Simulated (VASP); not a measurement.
# ZnO (P6_3mc) in VASP: notebook

Runs on ZnO. Level: LDA. Tasks: electric field gradients.

All numbers are computed with VASP 6.6.1; they aren't measurements. Logs are shortened: lines on timing, memory, paths and dates and some standing lists are left out, and cuts for length are marked.

**1. The cell of the first run**

The structure is hexagonal, space group P6_3mc (No. 186). Conventional cell: a = 3.249 Å, b = 3.249 Å, c = 5.048 Å, α = 90.00°, β = 90.00°, γ = 120.00°. Within 2.6 Å of Zn (site symmetry 3m) lie 4 O at 1.93 to 1.97 Å. Within 2.6 Å of O (site symmetry 3m) lie 4 Zn at 1.93 to 1.97 Å.

**2. Electric field gradients, LDA (zz strain of -3 %)**

File INCAR:

```
  PREC = Accurate
  ENCUT = 520
  EDIFF = 1E-8
  ISMEAR = -1
  SIGMA = 0.02
  LREAL = F
  LASPH = T
  NELM = 120
  ALGO = Normal
  ISIF = 2
  LWAVE = F
  LCHARG = F
  LEFG = T
  NBANDS = 26
  GGA_COMPAT = F
```

File KPOINTS:

```
regular mesh
0
Gamma
  11 11 6
```

File POSCAR:

```
ZnO
1.0
    3.2493987239      0.0000000000      0.0000000000
   -1.6246993619      2.8140618419      0.0000000000
    0.0000000000      0.0000000000      5.0476860000
Zn O
2 2
Direct
    0.3333333333      0.6666666667      0.0000000000
    0.6666666667      0.3333333333      0.5000000000
    0.3333333333      0.6666666667      0.3821000000
    0.6666666667      0.3333333333      0.8821000000
```

Potentials or basis: VASP PAW LDA potentials, release 64 (Zn, O).

On the command line:

```console
cat potpaw_LDA.64/Zn/POTCAR potpaw_LDA.64/O/POTCAR > POTCAR
mpirun -np 1 vasp_std > vasp.out
```

OUTCAR:

```text
PREC = Accurate
   ENCUT = 520
   EDIFF = 1E-8
   ISMEAR = -1
   LREAL = F
   LASPH = T
   NELM = 120
   ISIF = 2

 ion  position               nearest neighbor table
   1  0.333  0.667  0.000-   3 1.93   4 1.97   4 1.97   4 1.97
   2  0.667  0.333  0.500-   4 1.93   3 1.97   3 1.97   3 1.97
   3  0.333  0.667  0.382-   1 1.93   2 1.97   2 1.97   2 1.97
   4  0.667  0.333  0.882-   2 1.93   1 1.97   1 1.97   1 1.97

  LATTYP: Found a hexagonal cell.
 ALAT       =     3.2493987239
 C/A-ratio  =     1.5534215493

  Lattice vectors:

 A1 = (   3.2493987239,   0.0000000000,   0.0000000000)
 A2 = (  -1.6246993619,   2.8140618419,   0.0000000000)
 A3 = (   0.0000000000,   0.0000000000,   5.0476860000)

Analysis of symmetry for initial positions (statically):
=====================================================================
 Subroutine PRICEL returns:
 Original cell was already a primitive cell.

 Routine SETGRP: Setting up the symmetry group for a
 hexagonal supercell.

 Subroutine GETGRP returns: Found 12 space group operations
 (whereof  6 operations were pure point group operations)
 out of a pool of 24 trial point group operations.

The static configuration has the point symmetry C_3v.
 The point group associated with its full space group is C_6v.

Analysis of symmetry for dynamics (positions and initial velocities):
=====================================================================
 Subroutine PRICEL returns:
 Original cell was already a primitive cell.

 Routine SETGRP: Setting up the symmetry group for a
 hexagonal supercell.

 Subroutine GETGRP returns: Found 12 space group operations
 (whereof  6 operations were pure point group operations)
 out of a pool of 24 trial point group operations.

The dynamic configuration has the point symmetry C_3v.
 The point group associated with its full space group is C_6v.

 Subroutine INISYM returns: Found 12 space group operations
 (whereof  6 operations are pure point group operations),
 and found     1 'primitive' translations

----------------------------------------------------------------------------------------

                                     Primitive cell

  volume of cell :      46.1561

  direct lattice vectors                    reciprocal lattice vectors
     3.249398724  0.000000000  0.000000000     0.307749244  0.177679109  0.000000000
    -1.624699362  2.814061842  0.000000000     0.000000000  0.355358217  0.000000000
     0.000000000  0.000000000  5.047686000     0.000000000  0.000000000  0.198110580

  length of vectors
     3.249398724  3.249398724  5.047686000     0.355358217  0.355358217  0.198110580

  position of ions in fractional coordinates (direct lattice)
     0.333333333  0.666666667  0.000000000
     0.666666667  0.333333333  0.500000000
     0.333333333  0.666666667  0.382100000
     0.666666667  0.333333333  0.882100000

  ion indices of the primitive-cell ions
   primitive index   ion index
                 1           1
                 2           2
                 3           3
                 4           4

----------------------------------------------------------------------------------------

 KPOINTS: regular mesh

Automatic generation of k-mesh.
 Grid dimensions read from file:
 generate k-points for:   11   11    6

 Generating k-lattice:

  Cartesian coordinates                     Fractional coordinates (reciprocal lattice)
     0.027977204  0.016152646  0.000000000     0.090909091  0.000000000  0.000000000
     0.000000000  0.032305292  0.000000000     0.000000000  0.090909091  0.000000000
     0.000000000  0.000000000  0.033018430     0.000000000  0.000000000  0.166666667

  Length of vectors
     0.032305292  0.032305292  0.033018430

  Shift w.r.t. Gamma in fractional coordinates (k-lattice)
     0.000000000  0.000000000  0.000000000

 Subroutine IBZKPT returns following result:
 ===========================================

 Found     64 irreducible k-points:

 Following reciprocal coordinates:
            Coordinates               Weight
  0.000000  0.000000  0.000000      1.000000
  0.090909 -0.000000  0.000000      6.000000
  0.181818 -0.000000  0.000000      6.000000
  0.272727  0.000000  0.000000      6.000000
  0.363636 -0.000000  0.000000      6.000000
  0.454545 -0.000000  0.000000      6.000000
[... 16 lines left out ...]
  0.090909  0.090909  0.166667     12.000000
  0.181818  0.090909  0.166667     24.000000
 [... further k-points ...]
   k-points           NKPTS =     64   k-points in BZ     NKDIM =     64   number of bands    NBANDS=     26
   number of dos      NEDOS =    301   number of ions     NIONS =      4
   total plane-waves  NPLWV =  23040
   dimension x,y,z NGX =    24 NGY =   24 NGZ =   40
   dimension x,y,z NGXF=    48 NGYF=   48 NGZF=   80
   ions per type =               2   2
   NGX,Y,Z   is equivalent  to a cutoff of  12.28, 12.28, 13.17 a.u.
   NGXF,Y,Z  is equivalent  to a cutoff of  24.56, 24.56, 26.35 a.u.
 SYSTEM =  unknown system
   PREC   = accura    normal or accurate (medium, high low for compatibility)
   ISTART =      0    job   : 0-new  1-cont  2-samecut
   ICHARG =      2    charge: 1-file 2-atom 10-const
   ISPIN  =      1    spin polarized calculation?
   LNONCOLLINEAR =      F non collinear calculations
   LSORBIT =      F    spin-orbit coupling
   LASPH  =      T    aspherical Exc in radial PAW
   ENCUT  =  520.0 eV  38.22 Ry    6.18 a.u.   6.04  6.04  9.39*2*pi/ulx,y,z
   NELM   =    120;   NELMIN=  2; NELMDL= -5     # of ELM steps
   EDIFF  = 0.1E-07   stopping-criterion for ELM
   LREAL  =      F    real-space projection
   EDIFFG = 0.1E-06   stopping-criterion for IOM
   NSW    =      0    number of steps for IOM
   IBRION =     -1    ionic relax: 0-MD 1-quasi-New 2-CG
   NFREE  =      0    steps in history (QN), initial steepest desc. (CG)
   ISIF   =      2    stress and relaxation
   ISYM   =      2    0-nonsym 1-usesym 2-fastsym
   POTIM  = 0.5000    time-step for ionic-motion
   TEBEG  =    0.0;   TEEND  =   0.0 temperature during run
   PSTRESS=    0.0 pullay stress
   NELECT =      36.0000    total number of electrons
   NUPDOWN=      -1.0000    fix difference up-down
   EMIN   =  10.00;   EMAX   =-10.00  energy-range for DOS
   EFERMI =   0.00;   METHOD = LEGACY
   ISMEAR =    -1;   SIGMA  =   0.02  broadening in eV -4-tet -1-fermi 0-gaus
   EFERMI_NEDOS =   21; number of points for ismear=-14 and -15
   IALGO  =     38    algorithm
   IMIX   =      4    mixing-type and parameters
     AMIX     =   0.40;   BMIX     =  1.00
     AMIX_MAG =   1.60;   BMIX_MAG =  1.00
  volume/ion in A,a.u.               =      11.54        77.87
  Fermi-wavevector in a.u.,A,eV,Ry     =   1.506952  2.847726 30.897518  2.270904
  Thomas-Fermi vector in A             =   2.617602
   LORBIT       =      0    0 simple, 1 ext, 2 COOP (PROOUT), +10 PAW based schemes
   GGA     = CA    functional components
   LHFCALC =     F    Hartree Fock is set to
   AEXX    =    0.0000 exact exchange contribution
   IVDW    =     0    specifies the selected vdW correction
   LEPSILON=     F    determine dielectric tensor
   LRPA    =     F    only Hartree local field effects (RPA)
 non-spin polarized calculation
  energy-cutoff  :      520.00
  volume of cell :       46.16
 maximum number of plane-waves:      1270
   NGX = 13   NGY = 13   NGZ = 19

 number of electron      36.0000071 magnetization

 Free energy of the ion-electron system (eV)
  ---------------------------------------------------
  ext. energy  EPLUGINS =         0.00000000
  ---------------------------------------------------
  free energy    TOTEN  =       -21.13068981 eV

  energy without entropy =      -21.13068981  energy(sigma->0) =      -21.13068981

 E-fermi :   1.5483     XC(G=0): -11.6256

 val. band max:        1.1378786474   @ k =   0.0000   0.0000   0.0000
 cond. band min:       1.9657908980   @ k =   0.0000   0.0000   0.0000
 fundamental gap:      0.8279122506
 Fermi energy:         1.5482979526

 k-point     1 :       0.0000    0.0000    0.0000
  band No.  band energies     occupation
      1     -16.8924      2.00000
      2     -16.0131      2.00000
      3      -4.7512      2.00000
      4      -4.7512      2.00000
      5      -4.6887      2.00000
      6      -4.6756      2.00000
[... 18 lines left out ...]
     25      15.0747      0.00000
     26      15.8894      0.00000

 k-point     2 :       0.0909   -0.0000    0.0000
  band No.  band energies     occupation
      1     -16.8428      2.00000
      2     -15.9938      2.00000
      3      -4.8130      2.00000
      4      -4.7237      2.00000
      5      -4.6433      2.00000
      6      -4.6343      2.00000
[... 18 lines left out ...]
     25      15.2012      0.00000
     26      15.9634      0.00000

 k-point     3 :       0.1818   -0.0000    0.0000
  band No.  band energies     occupation
      1     -16.7051      2.00000
      2     -15.9447      2.00000
      3      -4.9418      2.00000
      4      -4.6535      2.00000
      5      -4.6295      2.00000
      6      -4.5563      2.00000
[... 18 lines left out ...]
     25      15.2375      0.00000
     26      15.3436      0.00000

 k-point     4 :       0.2727    0.0000    0.0000
  band No.  band energies     occupation
      1     -16.5094      2.00000
      2     -15.8891      2.00000
      3      -5.0574      2.00000
      4      -4.6731      2.00000
      5      -4.5731      2.00000
      6      -4.4413      2.00000
[... 18 lines left out ...]
     25      14.3612      0.00000
     26      15.1945      0.00000
[... 496 lines left out ...]
      1     -16.1337      2.00000
      2     -15.8751      2.00000
      3      -5.0958      2.00000
      4      -4.9260      2.00000
      5      -4.4623      2.00000
      6      -4.2344      2.00000
[... 18 lines left out ...]
     25      14.3834      0.00000
     26      15.1515      0.00000

 k-point    23 :       0.0909    0.0909    0.1667
  band No.  band energies     occupation
      1     -16.6980      2.00000
      2     -16.0139      2.00000
      3      -4.9242      2.00000
      4      -4.8108      2.00000
      5      -4.6479      2.00000
      6      -4.6226      2.00000
[... 18 lines left out ...]
     25      14.3979      0.00000
     26      15.3516      0.00000

 k-point    24 :       0.1818    0.0909    0.1667
  band No.  band energies     occupation
      1     -16.5370      2.00000
      2     -15.9523      2.00000
      3      -5.0288      2.00000
      4      -4.8120      2.00000
      5      -4.5902      2.00000
      6      -4.5289      2.00000
[... 18 lines left out ...]
     25      14.1022      0.00000
     26      15.6437      0.00000

 [... further k-points ...]

------------------------ aborting loop because EDIFF is reached ----------------------------------------

  FORCE on cell =-STRESS in cart. coord.  units (eV):
  Direction    XX          YY          ZZ          XY          YZ          ZX
  --------------------------------------------------------------------------------------
  -------------------------------------------------------------------------------------
  Total       -1.2116684     -1.2116684      1.1332803     -0.0000000      0.0000000      0.0000000
  in kB      -42.0596247    -42.0596247     39.3386030     -0.0000000      0.0000000      0.0000000
  external PRESSURE =     -14.9268821 kB  Pullay stress =       0.0000000 kB

 VOLUME and BASIS-vectors are now :
 -----------------------------------------------------------------------------
  energy-cutoff  :      520.00
  volume of cell :       46.16
      direct lattice vectors                 reciprocal lattice vectors
     3.249398724  0.000000000  0.000000000     0.307749244  0.177679109  0.000000000
    -1.624699362  2.814061842  0.000000000     0.000000000  0.355358217  0.000000000
     0.000000000  0.000000000  5.047686000     0.000000000  0.000000000  0.198110580

 POSITION                                       TOTAL-FORCE (eV/Angst)
 -----------------------------------------------------------------------------------
     -0.00000      1.87604      0.00000        -0.000000      0.000000     -0.272478
      1.62470      0.93802      2.52384         0.000000     -0.000000     -0.272478
     -0.00000      1.87604      1.92872        -0.000000      0.000000      0.272478
      1.62470      0.93802      4.45256         0.000000      0.000000      0.272478
 -----------------------------------------------------------------------------------
    total drift:                               -0.000000     -0.000000     -0.000105

  FREE ENERGIE OF THE ION-ELECTRON SYSTEM (eV)
  ---------------------------------------------------
  free  energy   TOTEN  =       -21.1306898059 eV

  energy  without entropy=      -21.1306898059  energy(sigma->0) =      -21.13068981

 Electric field gradients (V/A^2)
---------------------------------------------------------------------
 ion       V_xx      V_yy      V_zz      V_xy      V_xz      V_yz
---------------------------------------------------------------------
   1       3.748     3.747    -7.495    -0.001     0.000    -0.000
   2       3.748     3.747    -7.495    -0.001    -0.000     0.000
   3       3.621     3.616    -7.237    -0.004     0.000    -0.000
   4       3.621     3.616    -7.237    -0.004    -0.000     0.000
---------------------------------------------------------------------

 Electric field gradients after diagonalization (V/A^2)
 (convention: |V_zz| > |V_xx| > |V_yy|)
----------------------------------------------------------------------
 ion       V_xx      V_yy      V_zz     asymmetry (V_yy - V_xx)/ V_zz
----------------------------------------------------------------------
   1       3.749     3.746    -7.495       0.000
   2       3.749     3.746    -7.495       0.000
   3       3.623     3.614    -7.237       0.001
   4       3.623     3.614    -7.237       0.001
----------------------------------------------------------------------

           NMR quadrupolar parameters

 Cq : quadrupolar parameter    Cq=e*Q*V_zz/h
 eta: asymmetry parameters     (V_yy - V_xx)/ V_zz
 Q  : nuclear electric quadrupole moment in mb (millibarn)
----------------------------------------------------------------------
 ion       Cq(MHz)       eta       Q (mb)
----------------------------------------------------------------------
   1      -0.018       0.000       1.000
   2      -0.018       0.000       1.000
   3      -0.017       0.001       1.000
   4      -0.017       0.001       1.000
----------------------------------------------------------------------
```

Run time: 62 s. Hardware: 1 thread of Intel Xeon 6975P-C (Granite Rapids), shared host; peak memory 0.18 GiB.

What came out:

```yaml
Free_energy: -21.1307 eV
Pressure: -1.5 GPa
Largest_force: 0.272 eV/Å
Band_gap_on_the_k_mesh: 0.83 eV, direct
```

Forces on the atoms (eV/Å):
```
Zn   0.000  0.000 -0.272
Zn   0.000  0.000 -0.272
O    0.000  0.000  0.272
O    0.000  0.000  0.272
```

Levels at points of the mesh, in eV from the valence-band top:
```csv
k point,band 14,band 15,band 16,band 17,band 18,band 19,band 20,band 21,band 22,band 23
"(0.00, 0.00, 0.00)",-0.91,-0.91,-0.04,0.00,0.00,0.83,5.11,8.53,12.54,12.54
"(0.00, 0.00, 0.50)",-2.18,-0.45,-0.45,-0.45,-0.45,3.52,3.52,10.30,10.30,12.83
```

Electric field gradients, principal values (V/Å²):
```csv
atom,least,middle,greatest (by size)
1 Zn,3.746,3.749,-7.495
2 Zn,3.746,3.749,-7.495
3 O,3.614,3.623,-7.237
4 O,3.614,3.623,-7.237
```

Caveat: the cell differs from its parent crystal (zz strain of -3 %); without QUAD_EFG the Cq values of the log hold for a quadrupole moment of 1 mb, not for the nuclei.

[end of part 1 of 3]
